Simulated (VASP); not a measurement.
**Ca: single point with PBE**

The system is Ca.

```
CELL_PARAMETERS angstrom
1.95324 -3.38289 0.00000
1.95324 3.38289 0.00000
0.00000 0.00000 6.42026
ATOMIC_POSITIONS crystal
Ca 0.83344 0.16656 0.25000
Ca 0.16656 0.83344 0.75000
```

This isn't the form of Ca at room conditions, which is fcc.

| Property | Result |
| --- | --- |
| Program | VASP 6.6.1 |
| Task | single point |
| Functional | PBE |
| Potentials or basis | VASP PAW PBE potentials, release 64 (Ca_sv) |
| Cutoff | 520 eV |
| k mesh | 12 × 12 × 8 |
| Occupations | gaussian, width 0.1 eV |
| Spin | no spin polarisation |

| Item | Value |
| --- | --- |
| Pressure | 0.0 GPa |
| Band gap on the k mesh | zero (bands 10 and 11 overlap by 0.51 eV) |

Levels at points of the mesh, in eV from the Fermi level:
```csv
k point,band 6,band 7,band 8,band 9,band 10,band 11,band 12,band 13,band 14,band 15
"(0.00, 0.00, 0.00)",-23.00,-23.00,-22.99,-4.08,-1.08,-0.26,2.23,2.26,2.26,2.56
"(0.50, 0.00, 0.00)",-23.05,-23.02,-23.02,-1.14,-0.72,0.19,0.35,1.34,1.88,2.18
"(0.50, 0.50, 0.00)",-23.05,-23.03,-23.02,-1.14,-0.72,0.19,0.35,1.33,1.88,2.18
"(0.00, 0.00, 0.50)",-23.01,-23.01,-23.01,-3.08,-3.08,1.35,1.35,2.25,2.25,2.25
"(0.50, 0.00, 0.50)",-23.04,-23.03,-23.03,-0.71,-0.71,0.07,0.07,1.42,1.42,2.84
"(0.50, 0.50, 0.50)",-23.04,-23.03,-23.03,-0.71,-0.71,0.07,0.07,1.42,1.42,2.84
```

Run time: 6.1 min on 1 thread of Intel(R) Xeon(R) Platinum 8488C (Sapphire Rapids), with other jobs on the host, peak memory 0.38 GiB.
